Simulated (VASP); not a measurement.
**TaN: electric field gradients with LDA**

The system is TaN.

```
Ta N
1.0
     2.99562    0.00000    0.00000
    -1.49781    2.59428    0.00000
     0.00000    0.00000    2.93954
Ta N
1 1
Direct
  0.33333 0.66667 0.50000
  0.00000 0.00000 0.00000
```

This cell differs from its parent crystal: volume scaled by 1.06.

```
Program                : VASP 6.6.1
Task                   : electric field gradients
Functional             : LDA
Potentials or basis    : VASP PAW LDA potentials, release 64 (Ta_pv, N)
Cutoff                 : 520 eV
k mesh                 : 12 × 12 × 10
Occupations            : fermi-dirac, width 0.02 eV
Spin                   : no spin polarisation
Dipole correction      : no
Further INCAR settings : ALGO = Normal; EDIFF = 1e-08; NBANDS = 15
```

- Pressure: -27.1 GPa
- Band gap on the k mesh: zero (band 8 reaches 7.85 eV, above the bottom of band 9 at 7.39 eV)

Stress tensor (GPa, compression positive):
```
-25.95   0.00   0.00
  0.00 -25.95   0.00
  0.00   0.00 -29.37
```

Levels at points of the mesh, in eV from the Fermi level:
```tsv
k point	band 4	band 5	band 6	band 7	band 8	band 9	band 10	band 11	band 12	band 13
(0.00, 0.00, 0.00)	-17.18	-4.37	-4.37	-4.02	-2.88	1.85	3.24	3.24	3.52	3.52
(0.50, 0.00, 0.00)	-15.05	-7.99	-4.98	-3.32	-3.10	2.63	3.61	4.77	4.77	6.93
(0.00, 0.00, 0.50)	-14.76	-9.03	-3.61	-3.61	-0.19	-0.19	2.18	3.02	3.02	7.71
(0.50, 0.00, 0.50)	-15.25	-7.04	-5.98	-5.44	-0.47	3.70	4.81	5.46	6.43	9.30
```

Electric field gradients, principal values (V/Å²):
| atom | least | middle | greatest (by size) |
| --- | --- | --- | --- |
| 1 Ta | -12.755 | -12.755 | 25.511 |
| 2 N | -0.412 | -0.413 | 0.825 |

Wall time 32 s on 1 thread of Intel(R) Xeon(R) Platinum 8488C (Sapphire Rapids) (shared host), peak memory 0.16 GiB.

Caveat: without QUAD_EFG the Cq values of the log hold for a quadrupole moment of 1 mb, not for the nuclei; spin-orbit coupling is left out, which moves the levels of the heavy elements.
